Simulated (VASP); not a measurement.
# WSe2 in VASP: a series of runs, part 2 of 2

VASP 6.6.1. Earlier steps stand in the parts before.

**3. Single point, PBE+D3(BJ)**

The input, INCAR:

```
  PREC = Accurate
  ENCUT = 520
  EDIFF = 1E-6
  ISMEAR = 0
  SIGMA = 0.05
  LREAL = False
  LASPH = True
  NELM = 80
  ALGO = Normal
  ISIF = 2
  LWAVE = False
  LCHARG = True
  LDIPOL = True
  IDIPOL = 3
  DIPOL = 0.5 0.5 0.393
  GGA = PE
  IVDW = 12
  LELF = True
  LVHAR = True
  LVACPOTAV = True
  NBANDS = 35
```

The input, KPOINTS:

```
Automatic mesh
0
Gamma
  9 9 1
```

The input, POSCAR:

```
WSe2
1.0
    3.2854929709      0.0000000000      0.0000000000
   -1.6427464855      2.8453203767      0.0000000000
    0.0000000000      0.0000000000     24.2386466774
Se W
4 2
Direct
    0.3333333333      0.6666666667      0.1856539294
    0.3333333333      0.6666666667      0.3246601777
    0.3333333333      0.6666666667      0.4620440855
    0.3333333333      0.6666666667      0.6010503338
    0.6666666667      0.3333333333      0.2551570536
    0.6666666667      0.3333333333      0.5315472097
```

Potentials or basis: VASP PAW PBE potentials, release 64 (Se, W_sv).

Command:

```console
$ cat potpaw_PBE.64/Se/POTCAR potpaw_PBE.64/W_sv/POTCAR > POTCAR
$ mpirun -np 1 vasp_std > vasp.out
```

It took 2.4 min on 1 thread of Intel Xeon Platinum 8259CL at 2.50GHz (Skylake/Cascade Lake), shared host; peak memory 0.35 GiB.

Results (log left out):

```yaml
Free_energy: -45.4357 eV
Largest_force: 0.189 eV/Å
Band_gap_on_the_k_mesh: 1.45 eV, indirect (least direct gap 1.63 eV)
Dispersion_energy_per_atom: -0.392 eV
```

Forces in eV/Å, atoms in the order of the input:
```
Se   0.000  0.000 -0.044
Se   0.000  0.000 -0.189
Se   0.000  0.000  0.189
Se   0.000  0.000  0.044
W    0.000  0.000 -0.021
W    0.000  0.000  0.021
```

Levels at points of the mesh, in eV from the valence-band top:
```tsv
k point	band 22	band 23	band 24	band 25	band 26	band 27	band 28	band 29	band 30	band 31
(0.00, 0.00, 0.00)	-1.25	-1.22	-1.22	-0.68	0.00	2.85	2.85	2.96	2.96	3.04
```

Caveat: spin-orbit coupling is left out, which moves the levels of the heavy elements.

**4. Single point, PBE+D3(BJ)**

The input, INCAR:

```
PREC = Accurate
ENCUT = 520
EDIFF = 1E-6
ISMEAR = 0
SIGMA = 0.05
LREAL = F
LASPH = T
NELM = 100
ALGO = Normal
ISIF = 2
LWAVE = F
LCHARG = F
LDIPOL = T
IDIPOL = 3
DIPOL = 0.5 0.5 0.407
GGA = PE
IVDW = 12
NBANDS = 35
```

The input, KPOINTS:

```
regular mesh
0
Gamma
  9 9 1
```

The input, POSCAR:

```
WSe2
1.0
    3.2854929709      0.0000000000      0.0000000000
   -1.6427464855      2.8453203767      0.0000000000
    0.0000000000      0.0000000000     24.2386466774
Se W
4 2
Direct
    0.3333333333      0.6666666667      0.1856539294
    0.3333333333      0.6666666667      0.3246601777
    0.3333333333      0.6666666667      0.4900984571
    0.3333333333      0.6666666667      0.6291047054
    0.6666666667      0.3333333333      0.2551570536
    0.6666666667      0.3333333333      0.5596015813
```

Command:

```console
$ cat potpaw_PBE.64/Se/POTCAR potpaw_PBE.64/W_sv/POTCAR > POTCAR
$ mpirun -np 1 vasp_std > vasp.out
```

It took 2.2 min on 1 thread of Intel Xeon Platinum 8259CL at 2.50GHz (Skylake/Cascade Lake), shared host; peak memory 0.35 GiB.

The run converged. Its results:

- Free energy: -45.4507 eV
- Largest force: 0.103 eV/Å
- Band gap on the k mesh: 1.59 eV, indirect (least direct gap 1.65 eV)
- Dispersion energy per atom: -0.373 eV

Forces in eV/Å, atoms in the order of the input:
```
Se   0.000  0.000 -0.041
Se   0.000  0.000  0.103
Se   0.000  0.000 -0.103
Se   0.000  0.000  0.041
W    0.000  0.000  0.024
W    0.000  0.000 -0.024
```

Levels at points of the mesh, in eV from the valence-band top:
| k point | band 24 | band 25 | band 26 | band 27 | band 28 | band 29 |
| --- | --- | --- | --- | --- | --- | --- |
| (0.00, 0.00, 0.00) | -1.18 | -0.57 | -0.24 | 2.96 | 2.96 | 2.99 |

Caveat: spin-orbit coupling is left out, which moves the levels of the heavy elements.

**5. Single point, PBE+D3(BJ)**

The input, INCAR:

```
ALGO     = Normal         # electronic algorithm
DIPOL    = 0.5 0.5 0.388
EDIFF    = 1E-6           # SCF threshold, eV
ENCUT    = 520            # plane-wave cutoff, eV
GGA      = PE             # functional
IDIPOL   = 3            
ISIF     = 2              # what is computed and relaxed
ISMEAR   = 0              # smearing method
IVDW     = 12             # dispersion correction
LASPH    = T              # aspherical terms in the spheres
LCHARG   = F              # write CHGCAR
LDIPOL   = T            
LREAL    = F              # projectors in reciprocal space
LWAVE    = F              # write WAVECAR
NBANDS   = 35             # bands
NELM     = 80             # most SCF steps
PREC     = Accurate       # precision mode
SIGMA    = 0.05           # smearing width, eV
```

The input, KPOINTS:

```
k-points
0
Gamma
  9 9 1
```

The input, POSCAR:

```
WSe2
1.0
    3.2854929709      0.0000000000      0.0000000000
   -1.6427464855      2.8453203767      0.0000000000
    0.0000000000      0.0000000000     24.2386466774
Se W
4 2
Direct
    0.3333333333      0.6666666667      0.1856539294
    0.3333333333      0.6666666667      0.3246601777
    0.3333333333      0.6666666667      0.4517299783
    0.3333333333      0.6666666667      0.5907362267
    0.6666666667      0.3333333333      0.2551570536
    0.6666666667      0.3333333333      0.5212331025
```

Potentials or basis: VASP PAW PBE potentials, release 64 (Se, W_sv).

Command:

```console
$ cat potpaw_PBE.64/Se/POTCAR potpaw_PBE.64/W_sv/POTCAR > POTCAR
$ mpirun -np 1 vasp_std > vasp.out
```

OUTCAR:

```text
EDIFF = 1E-6
   ENCUT = 520
   GGA = PE
   ISIF = 2
   ISMEAR = 0
   IVDW = 12
   LASPH = T
   LREAL = F
   NELM = 80
   PREC = Accurate
 IVDW          = 12

 ion  position               nearest neighbor table
   1  0.333  0.667  0.186-   5 2.54   5 2.54   5 2.54
   2  0.333  0.667  0.325-   5 2.54   5 2.54   5 2.54
   3  0.333  0.667  0.452-   6 2.54   6 2.54   6 2.54
   4  0.333  0.667  0.591-   6 2.54   6 2.54   6 2.54
   5  0.667  0.333  0.255-   2 2.54   2 2.54   2 2.54   1 2.54   1 2.54   1 2.54
   6  0.667  0.333  0.521-   3 2.54   4 2.54   3 2.54   4 2.54   3 2.54   4 2.54

[... 660 lines left out ...]
  Total       0.06993     0.06993     2.74029    -0.00000     0.00000     0.00000
  in kB       0.49449     0.49449    19.37614    -0.00000     0.00000     0.00000
  external pressure =        6.79 kB  Pullay stress =        0.00 kB

 VOLUME and BASIS-vectors are now :
 -----------------------------------------------------------------------------
  energy-cutoff  :      520.00
  volume of cell :      226.59
      direct lattice vectors                 reciprocal lattice vectors
     3.285492971  0.000000000  0.000000000     0.304368327  0.175727136  0.000000000
    -1.642746486  2.845320377  0.000000000     0.000000000  0.351454271  0.000000000
     0.000000000  0.000000000 24.238646677     0.000000000  0.000000000  0.041256429

 POSITION                                       TOTAL-FORCE (eV/Angst)
 -----------------------------------------------------------------------------------
     -0.00000      1.89688      4.50000         0.000000     -0.000000     -0.049351
     -0.00000      1.89688      7.86932         0.000000     -0.000000     -0.574810
     -0.00000      1.89688     10.94932         0.000000     -0.000000      0.574810
     -0.00000      1.89688     14.31865         0.000000     -0.000000      0.049351
      1.64275      0.94844      6.18466        -0.000000      0.000000     -0.082541
      1.64275      0.94844     12.63399        -0.000000      0.000000      0.082541
 -----------------------------------------------------------------------------------
    total drift:                               -0.000001      0.000000      0.000095

  FREE ENERGIE OF THE ION-ELECTRON SYSTEM (eV)
  ---------------------------------------------------
  free  energy   TOTEN  =       -45.3222776683 eV

  energy  without entropy=      -45.3222776683  energy(sigma->0) =      -45.32227767

 vacuum level on the upper side and lower side of the slab         5.823         5.822
```

OSZICAR:

```text
N       E                     dE             d eps       ncg     rms          rms(c)
DAV:   1     0.468379090955E+03    0.46838E+03   -0.27258E+04   992   0.130E+03
DAV:   2    -0.111874732289E+02   -0.47957E+03   -0.46526E+03  1044   0.326E+02
DAV:   3    -0.438943459590E+02   -0.32707E+02   -0.32245E+02  1072   0.816E+01
[... 14 lines left out ...]
DAV:  18    -0.429137498986E+02   -0.32596E-04   -0.97222E-07   737   0.370E-03    0.236E-03
DAV:  19    -0.429137867517E+02   -0.36853E-04   -0.20906E-06   775   0.439E-03    0.196E-03
DAV:  20    -0.429137959464E+02   -0.91947E-05   -0.48855E-07   753   0.199E-03    0.127E-03
DAV:  21    -0.429138008822E+02   -0.49358E-05   -0.35716E-07   680   0.140E-03    0.171E-04
DAV:  22    -0.429138018643E+02   -0.98208E-06   -0.45612E-08   569   0.673E-04
   1 F= -.45322278E+02 E0= -.45322278E+02  d E =-.101989E-34
```

stdout:

```text
POSCAR found type information on POSCAR SeW
 POSCAR found :  2 types and       6 ions
 scaLAPACK will be used
 LDA part: xc-table for (Slater+PW92), standard interpolation
 POSCAR, INCAR and KPOINTS ok, starting setup
 FFT: planning ... GRIDC
 FFT: planning ... GRID_SOFT
 FFT: planning ... GRID
 WAVECAR not read
 entering main loop
```

It took 3.2 min on 1 thread of Intel Xeon Platinum 8259CL at 2.50GHz (Skylake/Cascade Lake), shared host; peak memory 0.35 GiB.

What came out:

```
Free energy                : -45.3223 eV
Largest force              : 0.575 eV/Å
Band gap on the k mesh     : 1.18 eV, indirect (least direct gap 1.61 eV)
Dispersion energy per atom : -0.401 eV
```

Forces on the atoms (eV/Å):
```
Se   0.000  0.000 -0.049
Se   0.000  0.000 -0.575
Se   0.000  0.000  0.575
Se   0.000  0.000  0.049
W    0.000  0.000 -0.083
W    0.000  0.000  0.083
```

Caveat: spin-orbit coupling is left out, which moves the levels of the heavy elements.
